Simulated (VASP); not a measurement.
# SiO2 (I4/m) in VASP: relaxation of cell and atoms with PBE

Aim: the relaxation of cell and atoms of SiO2 with PBE.

Program: VASP 6.6.1. These are calculated values, not measurements. Logs are shortened: lines on timing, memory, paths and dates and some standing lists are left out, and cuts for length are marked.

### Step 1. The cell of the first run

The structure is tetragonal, space group I4/m (No. 87). The conventional cell has a = 8.923 Å, b = 8.923 Å, c = 5.355 Å, α = 90.00°, β = 90.00°, γ = 90.00°. Si (site symmetry m) has 4 O at 1.51 to 1.78 Å within 2.0 Å. Within 2.1 Å of O (site symmetry -1) lie 2 Si at 1.60 Å. Within 2.0 Å of O (site symmetry m) lie 2 Si at 1.51 to 1.78 Å and 2 O at 1.83 Å.

The cell was generated, and may not be a known phase.

### Step 2. Relaxation of cell and atoms, PBE

INCAR reads:

```
ALGO = Normal
EDIFF = 1E-7
EDIFFG = -0.04
ENCUT = 600
GGA = PE
IBRION = 2
ISIF = 3
ISMEAR = 0
LASPH = T
LCHARG = F
LREAL = F
LWAVE = F
NELM = 60
NSW = 90
PREC = Accurate
SIGMA = 0.1
```

KPOINTS reads:

```
k-points
0
Gamma
  4 4 4
```

POSCAR reads:

```
SiO2
1.0
   -4.4615023800      4.4615023800      2.6776922900
    4.4615023800     -4.4615023800      2.6776922900
    4.4615023800      4.4615023800     -2.6776922900
Si O
4 8
Direct
    0.6804985700      0.6804985700      0.3609971300
    0.3195014300      0.3195014300      0.6390028700
    0.3195014300      0.6804985700      0.0000000000
    0.6804985700      0.3195014300      0.0000000000
    0.5000000000      0.5000000000      0.5000000000
    0.0000000000      0.0000000000      0.5000000000
    0.5154929200      0.6444634800      0.1599564100
    0.6444634800      0.4845070800      0.1289705600
    0.3555365200      0.5154929200      0.8710294400
    0.4845070800      0.3555365200      0.8400435900
    0.0000000000      0.5000000000      0.0000000000
    0.5000000000      0.0000000000      0.0000000000
```

Potentials or basis: VASP PAW PBE potentials, release 64 (Si, O).

On the command line:

```sh
cat potpaw_PBE.64/Si/POTCAR potpaw_PBE.64/O/POTCAR > POTCAR
mpirun -np 1 vasp_std > vasp.out
```

OUTCAR:

```text
EDIFF = 1E-7
   EDIFFG = -0.04
   ENCUT = 600
   GGA = PE
   IBRION = 2
   ISIF = 3
   ISMEAR = 0
   LASPH = T
   LREAL = F
   NELM = 60
   NSW = 90
   PREC = Accurate

 ion  position               nearest neighbor table
   1  0.680  0.680  0.361-   7 1.51   6 1.60   5 1.60   8 1.78
   2  0.320  0.320  0.639-  10 1.51   6 1.60   5 1.60   9 1.78
   3  0.320  0.680  0.000-   9 1.51  11 1.60  12 1.60   7 1.78
   4  0.680  0.320  0.000-   8 1.51  11 1.60  12 1.60  10 1.78
   5  0.500  0.500  0.500-   1 1.60   2 1.60
   6  0.000  0.000  0.500-   1 1.60   2 1.60
   7  0.515  0.644  0.160-   1 1.51   3 1.78   8 1.83   9 1.83
   8  0.644  0.485  0.129-   4 1.51   1 1.78   7 1.83  10 1.83
   9  0.356  0.515  0.871-   3 1.51   2 1.78  10 1.83   7 1.83
  10  0.485  0.356  0.840-   2 1.51   4 1.78   9 1.83   8 1.83
  11  0.000  0.500  0.000-   3 1.60   4 1.60
  12  0.500  0.000  0.000-   3 1.60   4 1.60

  LATTYP: Found a body centered tetragonal cell.
 ALAT       =     8.9230047600
 C/A-ratio  =     0.6001772636

  Lattice vectors:

 A1 = (  -4.4615023800,   4.4615023800,   2.6776922900)
 A2 = (   4.4615023800,  -4.4615023800,   2.6776922900)
 A3 = (   4.4615023800,   4.4615023800,  -2.6776922900)

Analysis of symmetry for initial positions (statically):
=====================================================================
 Subroutine PRICEL returns:
 Original cell was already a primitive cell.

 Routine SETGRP: Setting up the symmetry group for a
 body centered tetragonal supercell.

 Subroutine GETGRP returns: Found  8 space group operations
 (whereof  8 operations were pure point group operations)
 out of a pool of 16 trial point group operations.

The static configuration has the point symmetry C_4h.

Analysis of symmetry for dynamics (positions and initial velocities):
=====================================================================
 Subroutine PRICEL returns:
 Original cell was already a primitive cell.

 Routine SETGRP: Setting up the symmetry group for a
 body centered tetragonal supercell.

 Subroutine GETGRP returns: Found  8 space group operations
 (whereof  8 operations were pure point group operations)
 out of a pool of 16 trial point group operations.

The dynamic configuration has the point symmetry C_4h.

 Subroutine INISYM returns: Found  8 space group operations
 (whereof  8 operations are pure point group operations),
 and found     1 'primitive' translations

----------------------------------------------------------------------------------------

                                     Primitive cell

  volume of cell :     213.1979

  direct lattice vectors                    reciprocal lattice vectors
    -4.461502380  4.461502380  2.677692290     0.000000000  0.112069872  0.186727953
     4.461502380 -4.461502380  2.677692290     0.112069872  0.000000000  0.186727953
     4.461502380  4.461502380 -2.677692290     0.112069872  0.112069872  0.000000000

  length of vectors
     6.854198930  6.854198930  6.854198930     0.217777374  0.217777374  0.158490733

  position of ions in fractional coordinates (direct lattice)
     0.680498570  0.680498570  0.360997130
     0.319501430  0.319501430  0.639002870
     0.319501430  0.680498570  0.000000000
     0.680498570  0.319501430  0.000000000
     0.500000000  0.500000000  0.500000000
     0.000000000  0.000000000  0.500000000
     0.515492920  0.644463480  0.159956410
     0.644463480  0.484507080  0.128970560
     0.355536520  0.515492920  0.871029440
     0.484507080  0.355536520  0.840043590
     0.000000000  0.500000000  0.000000000
     0.500000000  0.000000000  0.000000000

  ion indices of the primitive-cell ions
   primitive index   ion index
                 1           1
                 2           2
                 3           3
                 4           4
                 5           5
                 6           6
                 7           7
                 8           8
                 9           9
                10          10
                11          11
                12          12

----------------------------------------------------------------------------------------

 KPOINTS: k-points

Automatic generation of k-mesh.
 Grid dimensions read from file:
 generate k-points for:    4    4    4

 Generating k-lattice:

  Cartesian coordinates                     Fractional coordinates (reciprocal lattice)
     0.000000000  0.028017468  0.046681988     0.250000000  0.000000000  0.000000000
     0.028017468  0.000000000  0.046681988     0.000000000  0.250000000  0.000000000
     0.028017468  0.028017468  0.000000000     0.000000000  0.000000000  0.250000000

  Length of vectors
     0.054444343  0.054444343  0.039622683

  Shift w.r.t. Gamma in fractional coordinates (k-lattice)
     0.000000000  0.000000000  0.000000000

 Subroutine IBZKPT returns following result:
 ===========================================

 Found     14 irreducible k-points:

 Following reciprocal coordinates:
            Coordinates               Weight
  0.000000  0.000000  0.000000      1.000000
  0.250000  0.000000 -0.000000      8.000000
  0.500000  0.000000 -0.000000      4.000000
  0.250000  0.250000 -0.000000      8.000000
  0.500000  0.250000 -0.000000      8.000000
 -0.250000  0.500000  0.000000      8.000000
 -0.250000  0.250000  0.000000      4.000000
  0.500000  0.500000 -0.000000      2.000000
  0.250000  0.250000  0.250000      2.000000
 -0.250000  0.250000  0.250000      4.000000
  0.500000  0.500000  0.250000      4.000000
 -0.250000  0.500000  0.250000      8.000000
 -0.250000 -0.250000  0.250000      2.000000
  0.500000  0.500000  0.500000      1.000000
   k-points           NKPTS =     14   k-points in BZ     NKDIM =     14   number of bands    NBANDS=     39
   number of dos      NEDOS =    301   number of ions     NIONS =     12
   total plane-waves  NPLWV = 175616
   dimension x,y,z NGX =    56 NGY =   56 NGZ =   56
   dimension x,y,z NGXF=   112 NGYF=  112 NGZF=  112
   ions per type =               4   8
   NGX,Y,Z   is equivalent  to a cutoff of  13.58, 13.58, 13.58 a.u.
   NGXF,Y,Z  is equivalent  to a cutoff of  27.17, 27.17, 27.17 a.u.
 SYSTEM =  unknown system
   PREC   = accura    normal or accurate (medium, high low for compatibility)
   ISTART =      0    job   : 0-new  1-cont  2-samecut
   ICHARG =      2    charge: 1-file 2-atom 10-const
   ISPIN  =      1    spin polarized calculation?
   LNONCOLLINEAR =      F non collinear calculations
   LSORBIT =      F    spin-orbit coupling
   LASPH  =      T    aspherical Exc in radial PAW
   ENCUT  =  600.0 eV  44.10 Ry    6.64 a.u.  13.69 13.69 13.69*2*pi/ulx,y,z
   NELM   =     60;   NELMIN=  2; NELMDL= -5     # of ELM steps
   EDIFF  = 0.1E-06   stopping-criterion for ELM
   LREAL  =      F    real-space projection
   EDIFFG = -.4E-01   stopping-criterion for IOM
   NSW    =     90    number of steps for IOM
   IBRION =      2    ionic relax: 0-MD 1-quasi-New 2-CG
   NFREE  =      1    steps in history (QN), initial steepest desc. (CG)
   ISIF   =      3    stress and relaxation
   ISYM   =      2    0-nonsym 1-usesym 2-fastsym
   POTIM  = 0.5000    time-step for ionic-motion
   TEBEG  =    0.0;   TEEND  =   0.0 temperature during run
   PSTRESS=    0.0 pullay stress
   NELECT =      64.0000    total number of electrons
   NUPDOWN=      -1.0000    fix difference up-down
   EMIN   =  10.00;   EMAX   =-10.00  energy-range for DOS
   EFERMI =   0.00;   METHOD = LEGACY
   ISMEAR =     0;   SIGMA  =   0.10  broadening in eV -4-tet -1-fermi 0-gaus
   EFERMI_NEDOS =   21; number of points for ismear=-14 and -15
   IALGO  =     38    algorithm
   IMIX   =      4    mixing-type and parameters
     AMIX     =   0.40;   BMIX     =  1.00
     AMIX_MAG =   1.60;   BMIX_MAG =  1.00
  volume/ion in A,a.u.               =      17.77       119.89
  Fermi-wavevector in a.u.,A,eV,Ry     =   1.096160  2.071442 16.348301  1.201566
  Thomas-Fermi vector in A             =   2.232497
   LORBIT       =      0    0 simple, 1 ext, 2 COOP (PROOUT), +10 PAW based schemes
   GGA     = PE    functional components
   LHFCALC =     F    Hartree Fock is set to
   AEXX    =    0.0000 exact exchange contribution
   IVDW    =     0    specifies the selected vdW correction
   LEPSILON=     F    determine dielectric tensor
   LRPA    =     F    only Hartree local field effects (RPA)
 conjugate gradient relaxation of ions
 non-spin polarized calculation
 Gauss-broadening in eV      SIGMA  =   0.10
  energy-cutoff  :      600.00
  volume of cell :      213.20
 maximum number of plane-waves:      7146
 NGX is ok and might be reduce to    56
   NGX = 27   NGY = 27   NGZ = 27

--------------------------------------- Ionic step        1  -------------------------------------------

 number of electron      63.9999985 magnetization

 Free energy of the ion-electron system (eV)
  ---------------------------------------------------
  ext. energy  EPLUGINS =         0.00000000
  ---------------------------------------------------
  free energy    TOTEN  =       -81.90311387 eV

  energy without entropy =      -81.90311387  energy(sigma->0) =      -81.90311387

 E-fermi :   2.6041     XC(G=0):  -7.2283

 val. band max:        2.1569481332   @ k =   0.5000   0.5000   0.5000
 cond. band min:       3.4612719553   @ k =   0.0000   0.0000   0.0000
 fundamental gap:      1.3043238220
 Fermi energy:         2.6040545426

 k-point     1 :       0.0000    0.0000    0.0000
  band No.  band energies     occupation
      1     -20.9279      2.00000
      2     -20.0597      2.00000
      3     -19.4720      2.00000
      4     -19.0318      2.00000
      5     -19.0318      2.00000
      6     -18.4868      2.00000
[... 708 lines left out ...]
  FREE ENERGIE OF THE ION-ELECTRON SYSTEM (eV)
  ---------------------------------------------------
  free  energy   TOTEN  =       -91.4408996310 eV

  energy  without entropy=      -91.4408996310  energy(sigma->0) =      -91.44089963

[... ionic steps 4 to 17 ...]

--------------------------------------- Ionic step       18  -------------------------------------------

 number of electron      63.9999991 magnetization

------------------------ aborting loop because EDIFF is reached ----------------------------------------

  FORCE on cell =-STRESS in cart. coord.  units (eV):
  Direction    XX          YY          ZZ          XY          YZ          ZX
  --------------------------------------------------------------------------------------
  -------------------------------------------------------------------------------------
  Total       -0.1769795     -0.1769795      0.2883618     -0.0000000     -0.0000000     -0.0000000
  in kB       -1.3253332     -1.3253332      2.1594338     -0.0000001     -0.0000000     -0.0000000
  external PRESSURE =      -0.1637442 kB  Pullay stress =       0.0000000 kB
[... 77 lines left out ...]
  energy  without entropy=      -94.8912171609  energy(sigma->0) =      -94.89121716

--------------------------------------- Ionic step       20  -------------------------------------------

 number of electron      63.9999992 magnetization

 Free energy of the ion-electron system (eV)
  ---------------------------------------------------
  ext. energy  EPLUGINS =         0.00000000
  ---------------------------------------------------
  free energy    TOTEN  =       -94.89152816 eV

  energy without entropy =      -94.89152816  energy(sigma->0) =      -94.89152816

 E-fermi :  -0.7598     XC(G=0):  -7.2620

 val. band max:       -1.1987813618   @ k =   0.5000   0.5000   0.5000
 cond. band min:       4.1651582945   @ k =   0.0000   0.0000   0.0000
 fundamental gap:      5.3639396563
 Fermi energy:        -0.7598397862

 k-point     1 :       0.0000    0.0000    0.0000
  band No.  band energies     occupation
      1     -20.5629      2.00000
      2     -19.7157      2.00000
      3     -19.2029      2.00000
      4     -19.2029      2.00000
      5     -18.6144      2.00000
      6     -18.5813      2.00000
[... 616 lines left out ...]
  FREE ENERGIE OF THE ION-ELECTRON SYSTEM (eV)
  ---------------------------------------------------
  free  energy   TOTEN  =       -94.8915281597 eV

  energy  without entropy=      -94.8915281597  energy(sigma->0) =      -94.89152816

 reached required accuracy - stopping structural energy minimisation
```

Wall time 32 min (1 thread of Intel Xeon 6975P-C (Granite Rapids), shared host); peak memory 0.52 GiB.

Results:

| Property | Result |
| --- | --- |
| Free energy | -94.8915 eV |
| Relaxed volume | 17.82 Å³/atom |
| Relaxed cell | a = 6.895 Å, b = 6.895 Å, c = 6.895 Å, α = 98.37°, β = 98.37°, γ = 135.13° |
| Space group after relaxing (to 0.1 Å) | I4/mmm (No. 139) |
| Energy gained by relaxing | 1082.4 meV/atom |
| Ionic steps | 20 |
| Pressure after relaxing | 0.1 GPa |
| Largest force after relaxing | 0.038 eV/Å |
| Band gap on the k mesh | 5.36 eV (least direct gap 5.37 eV) |

Forces on the atoms (eV/Å):
```
Si   0.013  0.033  0.000
Si  -0.013 -0.033  0.000
Si   0.033 -0.013  0.000
Si  -0.033  0.013  0.000
O    0.000  0.000  0.000
O    0.000  0.000  0.000
O    0.023  0.030  0.000
O   -0.030  0.023  0.000
O    0.030 -0.023  0.000
O   -0.023 -0.030  0.000
O    0.000  0.000  0.000
O    0.000  0.000  0.000
```

Step by step:
| step | energy change (eV) | largest force (eV/Å) | pressure (GPa) | volume (Å³) |
| --- | --- | --- | --- | --- |
| 1 | 0.0000 | 12.9243 | 18.11 | 213.20 |
| 2 | -5.3002 | 4.6313 | -11.17 | 280.11 |
| 3 | -9.5378 | 3.2803 | -10.28 | 245.85 |
| 4 | -9.5867 | 3.3902 | -9.76 | 243.95 |
| 5 | -9.6008 | 3.4993 | -9.06 | 241.79 |
| 6 | -12.0328 | 4.8902 | 1.12 | 216.80 |
| 7 | -12.1714 | 3.5191 | -1.31 | 221.21 |
| 8 | -10.7100 | 7.1138 | 10.62 | 205.39 |
| 9 | -12.6841 | 1.5448 | 0.45 | 215.89 |
| 10 | -12.6281 | 2.3719 | 0.41 | 215.27 |
| 11 | -12.8189 | 0.4971 | 0.15 | 215.62 |
| 12 | -12.8945 | 0.4903 | -0.29 | 215.83 |
| 13 | -12.9084 | 0.8298 | -0.53 | 215.95 |
| 14 | -12.9491 | 0.5700 | -0.61 | 215.70 |
| 15 | -12.9780 | 0.3981 | -0.72 | 215.23 |
| 16 | -12.9862 | 0.1212 | -0.35 | 214.53 |
| 17 | -12.9872 | 0.0994 | -0.16 | 214.19 |
| 18 | -12.9880 | 0.0412 | -0.02 | 213.95 |
| 19 | -12.9881 | 0.0724 | 0.06 | 213.82 |
| 20 | -12.9884 | 0.0385 | 0.06 | 213.80 |

Final structure:
```cif
data_structure
_symmetry_space_group_name_H-M 'P 1'
_symmetry_Int_Tables_number 1
_cell_length_a 6.8954
_cell_length_b 6.8954
_cell_length_c 6.8954
_cell_angle_alpha 98.375
_cell_angle_beta 98.375
_cell_angle_gamma 135.130
_cell_volume 213.80
loop_
_atom_site_label
_atom_site_type_symbol
_atom_site_fract_x
_atom_site_fract_y
_atom_site_fract_z
_atom_site_occupancy
Si1 Si 0.67659 0.67702 0.35361 1
Si2 Si 0.32341 0.32298 0.64639 1
Si3 Si 0.32298 0.67659 0.99958 1
Si4 Si 0.67702 0.32341 0.00042 1
O1 O 0.50000 0.50000 0.50000 1
O2 O 0.00000 0.00000 0.50000 1
O3 O 0.49975 0.70896 0.20872 1
O4 O 0.70896 0.50025 0.20921 1
O5 O 0.29104 0.49975 0.79079 1
O6 O 0.50025 0.29104 0.79128 1
O7 O 0.00000 0.50000 0.00000 1
O8 O 0.50000 0.00000 0.00000 1
```

Levels at points of the mesh, in eV from the valence-band top:
```
           k point  band 28  band 29  band 30  band 31  band 32  band 33  band 34  band 35  band 36  band 37
(0.00, 0.00, 0.00)    -1.34    -0.81    -0.64    -0.01    -0.01     5.36     8.27     8.43     8.62     9.11
(0.50, 0.00, 0.00)    -1.11    -1.07    -0.75    -0.58    -0.25     7.52     7.69     8.59     8.71     9.16
(0.50, 0.50, 0.00)    -0.73    -0.44    -0.38    -0.36    -0.23     6.50     6.89     8.50     8.76     9.28
(0.50, 0.50, 0.50)    -0.98    -0.98    -0.18     0.00     0.00     7.45     7.45     7.57     8.01     8.60
```
